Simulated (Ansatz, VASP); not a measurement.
# One calculation of Tl, two programs

Contents of INCAR:

```
SYSTEM = Tl
  PREC = Accurate
  ENCUT = 520
  EDIFF = 1E-6
  ISMEAR = 0
  SIGMA = 0.1
  LREAL = .False.
  LASPH = .True.
  NELM = 60
  ALGO = Fast
  ISIF = 2
  LWAVE = .False.
  LCHARG = .False.
  GGA = PS
  NBANDS = 62
```

Contents of KPOINTS:

```
Automatic mesh
0
Gamma
  4 4 4
  0 0 0
```

File POSCAR:

```
Tl
1.0
    6.2441256393      0.0000000000      0.0000000000
    0.0000000000      6.2441256393      0.0000000000
    0.0000000000      0.0000000000      6.2441256393
Tl
8
Direct
    0.5000000000      0.5000000000      0.5000000000
    0.0000000000      0.0000000000      0.0000000000
    0.2500000000      0.0000000000      0.5000000000
    0.5000000000      0.2500000000      0.0000000000
    0.5000000000      0.7500000000      0.0000000000
    0.7500000000      0.0000000000      0.5000000000
    0.0000000000      0.5000000000      0.7500000000
    0.0000000000      0.5000000000      0.2500000000
```

Input for Ansatz:

```yaml
crystal:
  lattice:
    - [6.2441256393, 0.0, 0.0]
    - [0.0, 6.2441256393, 0.0]
    - [0.0, 0.0, 6.2441256393]
  atoms:
    - { symbol: Tl, position: [0.5, 0.5, 0.5] }
    - { symbol: Tl, position: [0.0, 0.0, 0.0] }
    - { symbol: Tl, position: [0.25, 0.0, 0.5] }
    - { symbol: Tl, position: [0.5, 0.25, 0.0] }
    - { symbol: Tl, position: [0.5, 0.75, 0.0] }
    - { symbol: Tl, position: [0.75, 0.0, 0.5] }
    - { symbol: Tl, position: [0.0, 0.5, 0.75] }
    - { symbol: Tl, position: [0.0, 0.5, 0.25] }
basis:
  ecutwfc: 420
kpoints:
  mp_grid: { grid: [4, 4, 4] }
hamiltonian:
  xc: pbesol
scf:
  occupations: { method: gaussian, width: 0.1 }
  lower_state_search: "off"
output:
  forces: true
  stress: true
  eigenvalues: true
```

Alike in both runs: task single point; functional PBEsol; k mesh 4 × 4 × 4; occupations gaussian, width 0.1 eV; no spin polarisation.

```csv
,VASP,Ansatz
version,VASP 6.6.1,Ansatz 0.2.0
potentials or method,"VASP PAW PBE potentials, release 64 (Tl_d), cutoff 520 eV","scalar-relativistic, plane waves, PAW"
valence electrons in the cell,104,104
```

```tsv
	VASP	Ansatz	Ansatz less VASP
gap on the k mesh at the Fermi level (eV)	none	none	-
pressure (GPa)	-1.7	-1.6	+0.08
```

VASP's potentials were made for PBE, not for PBEsol. A gap of «none» marks a metal or a gap that the smearing closes.

Spin-orbit coupling is off throughout.
